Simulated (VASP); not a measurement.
A run of VASP 6.6.1 is set up as follows.

The input INCAR:

```
PREC = Accurate ; ENCUT = 600
EDIFF = 1E-6 ; ISMEAR = -1
SIGMA = 0.02 ; LREAL = F
LASPH = T ; NELM = 120
ALGO = Normal ; ISIF = 2
LWAVE = F ; LCHARG = F
GGA = PS ; NBANDS = 26
GGA_COMPAT = F
```

KPOINTS

```
Automatic mesh
0
Gamma
  4 4 4
```

Contents of POSCAR:

```
Hg2SeO
1.0
    4.0755802718      0.0000000000      0.0000000000
    0.0000000000      4.0755802718      0.0000000000
    0.0000000000      0.0000000000      5.5108812283
O Hg Se
1 2 1
Direct
    0.0000000000      0.0000000000      0.0000000000
    0.0000000000      0.5000000000      0.8050886442
    0.5000000000      0.0000000000      0.1949113558
    0.5000000000      0.5000000000      0.5000000000
```

Potentials or basis: VASP PAW PBE potentials, release 64 (O, Hg, Se).

Command:

```sh
$ cat potpaw_PBE.64/O/POTCAR potpaw_PBE.64/Hg/POTCAR potpaw_PBE.64/Se/POTCAR > POTCAR
$ mpirun -np 1 vasp_std > vasp.out
```

Q: What does it give for the pressure?

A: -0.6 GPa.

Q: Estimate the band gap on the k mesh.

A: Zero (filled and empty bands touch).

Q: What does it give for the largest force?

A: 0.113 eV/Å.

Forces on the atoms (eV/Å):
```
O    0.000  0.000  0.000
Hg   0.000  0.000 -0.113
Hg   0.000  0.000  0.113
Se   0.000  0.000  0.000
```

Caveat: the k points lie up to 0.39 Å⁻¹ apart; semilocal functionals underestimate gaps, so a narrow gap can read as zero; the PAW data sets were made with another functional, which shifts forces and pressure a little; spin-orbit coupling is left out, which moves the levels of the heavy elements.
